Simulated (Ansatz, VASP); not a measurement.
## Si3Sn in VASP and in Ansatz

```
Si Sn
1.0
     3.04749    0.00000    0.00000
    -1.52374    2.63920    0.00000
     0.00000    0.00000    9.14838
Si Sn
3 1
Direct
  0.33333 0.66667 0.00000
  0.66667 0.33333 0.20956
  0.66667 0.33333 0.79044
  0.33333 0.66667 0.50000
```

Alike in both runs: functional PBE; k mesh 6 × 6 × 2; occupations gaussian, width 0.1 eV; no spin polarisation.

Ansatz relaxed the structure, and its values are those at the end. VASP's run is a single point on that final structure, the one shown.

|  | VASP | Ansatz |
| --- | --- | --- |
| version | VASP 6.6.1 | Ansatz 0.2.0 |
| potentials or method | VASP PAW PBE potentials, release 64 (Si, Sn_d), cutoff 520 eV | scalar-relativistic, plane waves, PAW |
| valence electrons in the cell | 26 | 26 |

Ansatz gave:

```
gap on the k mesh at the Fermi level (eV) : none
pressure (GPa)                            : 0.2
```

Problem. What did VASP give for the same quantities?

Solution. gap on the k mesh at the Fermi level (eV): none; pressure (GPa): 0.1.

A gap of «none» marks a metal or a gap that the smearing closes. The functional is the same, so the differences come from potentials, cutoffs and numerics.

The k mesh is coarse, so the values compare programs but aren't converged.
